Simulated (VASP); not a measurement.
Here is a VASP 6.6.1 calculation.

File INCAR:

```
PREC = Accurate ; ENCUT = 520
EDIFF = 1E-6 ; ISMEAR = 0
SIGMA = 0.1 ; LREAL = False
LASPH = True ; NELM = 80
ALGO = Normal ; ISIF = 2
LWAVE = False ; LCHARG = True
GGA = PE ; LELF = True
LVHAR = True ; NBANDS = 27
```

Contents of KPOINTS:

```
regular mesh
0
Gamma
  12 12 6
```

POSCAR

```
BiSbTe2S
1.0
    5.3794694623      0.0000000000      0.0000000000
   -2.6897347312      4.6587572133      0.0000000000
    0.0000000000      0.0000000000      6.2300215736
Sb Bi Te S
1 1 2 1
Direct
    0.3333333333      0.6666666667      0.5000000000
    0.3333333333      0.6666666667      0.0000000000
    0.6666666667      0.3333333333      0.5000000000
    0.0000000000      0.0000000000      0.0000000000
    0.6666666667      0.3333333333      0.0000000000
```

Potentials or basis: VASP PAW PBE potentials, release 64 (Sb, Bi_d, Te, S).

The run is started by

```console
$ cat potpaw_PBE.64/Sb/POTCAR potpaw_PBE.64/Bi_d/POTCAR potpaw_PBE.64/Te/POTCAR potpaw_PBE.64/S/POTCAR > POTCAR
$ mpirun -np 1 vasp_std > vasp.out
```

Problem. What does it give for the band gap on the k mesh?

Solution. Zero (bands 19 and 20 overlap by 1.07 eV).

Problem. Estimate the pressure.

Solution. -0.1 GPa.

Caveat: spin-orbit coupling is left out, which moves the levels of the heavy elements.
